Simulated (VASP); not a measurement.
# Ag in VASP: notebook, part 2 of 2

VASP 6.6.1.

## (3) Single point, LDA

Contents of INCAR:

```
SYSTEM = Ag
ALGO = Fast
EDIFF = 1E-6
ENCUT = 520
ISIF = 2
ISMEAR = -1
LASPH = .TRUE.
LCHARG = .FALSE.
LREAL = .FALSE.
LWAVE = .FALSE.
NBANDS = 24
NELM = 100
PREC = Accurate
SIGMA = 0.05
```

Contents of KPOINTS:

```
k-points
0
G
  10 10 10
  0 0 0
```

Contents of POSCAR:

```
Ag
1.0
    1.4730471633      0.8504641763      7.2046500000
   -1.4730471633      0.8504641763      7.2046500000
    0.0000000000     -1.7009283525      7.2046500000
Ag
3
Direct
    0.2222810000      0.2222810000      0.2222810000
    0.7777190000      0.7777190000      0.7777190000
    0.0000000000      0.0000000000      0.0000000000
```

Potentials or basis: VASP PAW LDA potentials, release 64 (Ag).

Command:

```
$ cat potpaw_LDA.64/Ag/POTCAR > POTCAR
$ mpirun -np 1 vasp_std > vasp.out
```

OUTCAR:

```text
SYSTEM = Ag
   EDIFF = 1E-6
   ENCUT = 520
   ISIF = 2
   ISMEAR = -1
   LASPH = .TRUE.
   LREAL = .FALSE.
   NELM = 100
   PREC = Accurate

 ion  position               nearest neighbor table
   1  0.222  0.222  0.222-   3 2.94   3 2.94   3 2.94   2 2.94   2 2.94   2 2.94
   2  0.778  0.778  0.778-   3 2.94   3 2.94   3 2.94   1 2.94   1 2.94   1 2.94
   3  0.000  0.000  0.000-   2 2.94   1 2.94   2 2.94   2 2.94   1 2.94   1 2.94

  LATTYP: Found a trigonal (rhomboedric) cell.
 ALAT       =     7.4027115899
 COS(alpha) =     0.9208079399

  Lattice vectors:

 A1 = (   1.4730471633,   0.8504641763,   7.2046500000)
 A2 = (  -1.4730471633,   0.8504641763,   7.2046500000)
 A3 = (   0.0000000000,  -1.7009283525,   7.2046500000)

Analysis of symmetry for initial positions (statically):
=====================================================================
 Subroutine PRICEL returns:
 Original cell was already a primitive cell.

 Routine SETGRP: Setting up the symmetry group for a
 trigonal (rhombohedral) supercell.

 Subroutine GETGRP returns: Found 12 space group operations
 (whereof 12 operations were pure point group operations)
 out of a pool of 12 trial point group operations.

The static configuration has the point symmetry D_3d.

Analysis of symmetry for dynamics (positions and initial velocities):
=====================================================================
 Subroutine PRICEL returns:
 Original cell was already a primitive cell.

 Routine SETGRP: Setting up the symmetry group for a
 trigonal (rhombohedral) supercell.

 Subroutine GETGRP returns: Found 12 space group operations
 (whereof 12 operations were pure point group operations)
 out of a pool of 12 trial point group operations.

The dynamic configuration has the point symmetry D_3d.

 Subroutine INISYM returns: Found 12 space group operations
 (whereof 12 operations are pure point group operations),
 and found     1 'primitive' translations

[... 110 lines left out ...]
   EFERMI =   0.00;   METHOD = LEGACY
   ISMEAR =    -1;   SIGMA  =   0.05  broadening in eV -4-tet -1-fermi 0-gaus
   EFERMI_NEDOS =   21; number of points for ismear=-14 and -15
   IALGO  =     68    algorithm
   IMIX   =      4    mixing-type and parameters
     AMIX     =   0.40;   BMIX     =  1.00
     AMIX_MAG =   1.60;   BMIX_MAG =  1.00
  volume/ion in A,a.u.               =      18.05       121.82
  Fermi-wavevector in a.u.,A,eV,Ry     =   1.387929  2.622805 26.209536  1.926347
  Thomas-Fermi vector in A             =   2.512103
   LORBIT       =      0    0 simple, 1 ext, 2 COOP (PROOUT), +10 PAW based schemes
   GGA     = CA    functional components
   LHFCALC =     F    Hartree Fock is set to
   AEXX    =    0.0000 exact exchange contribution
   IVDW    =     0    specifies the selected vdW correction
   LEPSILON=     F    determine dielectric tensor
   LRPA    =     F    only Hartree local field effects (RPA)
 non-spin polarized calculation
 RMM-DIIS sequential band-by-band and
  energy-cutoff  :      520.00
  volume of cell :       54.15
 maximum number of plane-waves:      1494
   NGX = 27   NGY = 27   NGZ = 27

 number of electron      33.0000001 magnetization

 Free energy of the ion-electron system (eV)
  ---------------------------------------------------
  ext. energy  EPLUGINS =         0.00000000
  ---------------------------------------------------
  free energy    TOTEN  =       -11.07260126 eV

  energy without entropy =      -11.06443307  energy(sigma->0) =      -11.06851716

 E-fermi :   7.3026     XC(G=0): -12.2495

 val. band max:        7.2968863056   @ k =  -0.2000  -0.3000   0.1000
 cond. band min:       7.3402403508   @ k =  -0.1000   0.3000   0.1000
 fundamental gap:      0.0433540452
 Fermi energy:         7.3025858461

 k-point     1 :       0.0000    0.0000    0.0000
  band No.  band energies     occupation
      1      -0.0483      2.00000
      2       1.4281      2.00000
      3       1.4345      2.00000
      4       2.7915      2.00000
      5       2.7915      2.00000
      6       2.8043      2.00000
[... 637 lines left out ...]
     23      19.1667      0.00000
     24      20.0239      0.00000

 [... further k-points ...]
[... 5 lines left out ...]
  --------------------------------------------------------------------------------------
  -------------------------------------------------------------------------------------
  Total       -3.7539193     -3.7539193     -3.9374840     -0.0000000     -0.0000000      0.0000000
  in kB     -111.0602642   -111.0602642   -116.4910536     -0.0000000     -0.0000000      0.0000000
  external PRESSURE =    -112.8705274 kB  Pullay stress =       0.0000000 kB

 VOLUME and BASIS-vectors are now :
 -----------------------------------------------------------------------------
  energy-cutoff  :      520.00
  volume of cell :       54.15
      direct lattice vectors                 reciprocal lattice vectors
     1.473047163  0.850464176  7.204650000     0.339432445  0.195971413  0.046266416
    -1.473047163  0.850464176  7.204650000    -0.339432445  0.195971413  0.046266416
     0.000000000 -1.700928353  7.204650000     0.000000000 -0.391942827  0.046266416

 POSITION                                       TOTAL-FORCE (eV/Angst)
 -----------------------------------------------------------------------------------
      0.00000      0.00000      4.80437        -0.000000      0.000000      0.003087
      0.00000      0.00000     16.80958        -0.000000     -0.000000     -0.003087
      0.00000      0.00000      0.00000         0.000000     -0.000000      0.000000
 -----------------------------------------------------------------------------------
    total drift:                               -0.000000     -0.000000      0.000000

  FREE ENERGIE OF THE ION-ELECTRON SYSTEM (eV)
  ---------------------------------------------------
  free  energy   TOTEN  =       -11.0726012582 eV

  energy  without entropy=      -11.0644330676  energy(sigma->0) =      -11.06851716
```

OSZICAR:

```text
N       E                     dE             d eps       ncg     rms          rms(c)
DAV:   1     0.206122715019E+03    0.20612E+03   -0.16500E+04  5576   0.132E+03
DAV:   2    -0.838074685007E+01   -0.21450E+03   -0.19967E+03  5744   0.306E+02
DAV:   3    -0.119269586882E+02   -0.35462E+01   -0.35325E+01  6680   0.458E+01
DAV:   4    -0.119407874948E+02   -0.13829E-01   -0.13828E-01  6136   0.277E+00
DAV:   5    -0.119409346389E+02   -0.14714E-03   -0.14714E-03  6872   0.310E-01    0.822E+00
RMM:   6    -0.111050961171E+02    0.83584E+00   -0.24255E+00  5568   0.112E+01    0.529E+00
RMM:   7    -0.110840533002E+02    0.21043E-01   -0.40604E-02  5740   0.147E+00    0.309E+00
RMM:   8    -0.110726186543E+02    0.11435E-01   -0.31216E-03  5924   0.515E-01    0.194E-01
RMM:   9    -0.110725896509E+02    0.29003E-04   -0.43439E-04  6018   0.145E-01    0.446E-02
RMM:  10    -0.110726036106E+02   -0.13960E-04   -0.75348E-05  6145   0.515E-02    0.430E-02
RMM:  11    -0.110726008430E+02    0.27676E-05   -0.15877E-05  6152   0.287E-02    0.741E-03
RMM:  12    -0.110726012582E+02   -0.41521E-06   -0.40878E-06  4766   0.120E-02
   1 F= -.11072601E+02 E0= -.11068517E+02  d E =-.816819E-02
```

It took 6.1 min on 1 thread of AMD EPYC 9R45 (Zen 5), shared host; peak memory 0.33 GiB.

Results:

| Item | Value |
| --- | --- |
| Free energy | -11.0726 eV |
| Pressure | -11.3 GPa |
| Largest force | 0.003 eV/Å |
| Band gap on the k mesh | zero (an odd number of electrons rules out a gap without spin polarisation) |

Forces in eV/Å, atoms in the order of the input:
```
Ag   0.000  0.000  0.003
Ag   0.000  0.000 -0.003
Ag   0.000  0.000  0.000
```

Caveat: the cell stands under tension.
